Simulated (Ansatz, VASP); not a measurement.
Mo: VASP beside Ansatz

```xyz
2
Lattice="0.0000 2.8645 2.8645 2.8645 0.0000 2.8645 2.8645 2.8645 0.0000" Properties=species:S:1:pos:R:3 pbc="T T T"
Mo    0.7161    0.7161    0.7161
Mo    5.0128    5.0128    5.0128
```

Alike in both runs: task single point; functional RPBE; k mesh 11 × 11 × 11; occupations fermi-dirac, width 0.1 eV; no spin polarisation.

|  | VASP | Ansatz |
| --- | --- | --- |
| version | VASP 6.6.1 | Ansatz 0.2.0 |
| potentials or method | VASP PAW PBE potentials, release 64 (Mo_sv), cutoff 520 eV | plane waves (420 eV) with PAW, scalar-relativistic |
| valence electrons in the cell | 28 | 28 |

VASP gave:

```
pressure (GPa) : 0.3
```

Task: Which values does Ansatz return?

Result: Pressure (GPa): 0.0.

VASP's potentials were made for PBE, not for RPBE.
